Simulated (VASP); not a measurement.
A run of VASP 6.6.1 is set up as follows.

File INCAR:

```
SYSTEM = Bi
PREC = Accurate
ENCUT = 600
EDIFF = 1E-6
ISMEAR = -1
SIGMA = 0.15
LREAL = .FALSE.
LASPH = .TRUE.
NELM = 80
ALGO = Fast
ISIF = 3
LWAVE = .FALSE.
LCHARG = .FALSE.
GGA = PS
IBRION = 2
NSW = 80
EDIFFG = -0.001
```

KPOINTS

```
Automatic mesh
0
G
  12 12 12
  0 0 0
```

Contents of POSCAR:

```
Bi
1.0
    2.2622616810      1.3061173905      3.8842931724
   -2.2622616810      1.3061173905      3.8842931724
    0.0000000000     -2.6122347810      3.8842931724
Bi
2
Direct
    0.2366976371      0.2366976371      0.2366976371
    0.7633023629      0.7633023629      0.7633023629
```

Potentials or basis: VASP PAW PBE potentials, release 64 (Bi_d).

The run is started by

```bash
$ cat potpaw_PBE.64/Bi_d/POTCAR > POTCAR
$ mpirun -np 1 vasp_std > vasp.out
```

(1) Estimate the relaxed cell.

(2) What does it give for the band gap on the k mesh?

Answers

(1) a = 4.670 Å, b = 4.670 Å, c = 4.670 Å, α = 57.96°, β = 57.96°, γ = 57.96°.

(2) zero (bands 15 and 16 overlap by 0.22 eV).

Caveat: spin-orbit coupling is left out, which moves the levels of the heavy elements.
